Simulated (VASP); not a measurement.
Input of a VASP 6.6.1 run:

The input INCAR:

```
PREC = Accurate
ENCUT = 520
EDIFF = 1E-6
ISMEAR = 0
SIGMA = 0.1
LREAL = False
LASPH = True
NELM = 150
ALGO = Normal
ISIF = 2
LWAVE = False
LCHARG = False
ISPIN = 2
MAGMOM = 3 0
LORBIT = 11
LMAXMIX = 4
GGA = RP
NBANDS = 18
```

File KPOINTS:

```
regular mesh
0
Gamma
  11 11 11
```

Contents of POSCAR:

```
FeO
1.0
    1.5188209023      0.8768916568      2.5195772846
   -1.5188209023      0.8768916568      2.5195772846
    0.0000000000     -1.7537833136      2.5195772846
Fe O
1 1
Direct
    0.0000000000      0.0000000000      0.0000000000
    0.5000000000      0.5000000000      0.5000000000
```

Potentials or basis: VASP PAW PBE potentials, release 64 (Fe, O).

The run is started by

```console
$ cat potpaw_PBE.64/Fe/POTCAR potpaw_PBE.64/O/POTCAR > POTCAR
$ mpirun -np 1 vasp_std > vasp.out
```

Task: Predict the net moment.

Result: 4.00 μB per cell.

Task: Estimate the pressure.

Result: 4.3 GPa.

Task: What does it give for the site moments?

Result: Fe +3.63; O +0.30 μB.

Task: Estimate the band gap on the k mesh.

Result: Zero (filled and empty bands overlap).

Stress tensor (GPa, compression positive):
```
4.60 0.00 0.00
0.00 4.60 0.00
0.00 0.00 3.67
```

Caveat: the cell stands under pressure; the PAW data sets were made with another functional, which shifts forces and pressure a little; a cell with one magnetic atom can't hold antiferromagnetic order, which such compounds often take; semilocal functionals often make such compounds metallic where correlation or magnetic order opens a gap, which also shifts bond lengths. With open d or f shells a metallic result of RPBE can be an artefact of self-interaction; +U or a hybrid may open a gap.
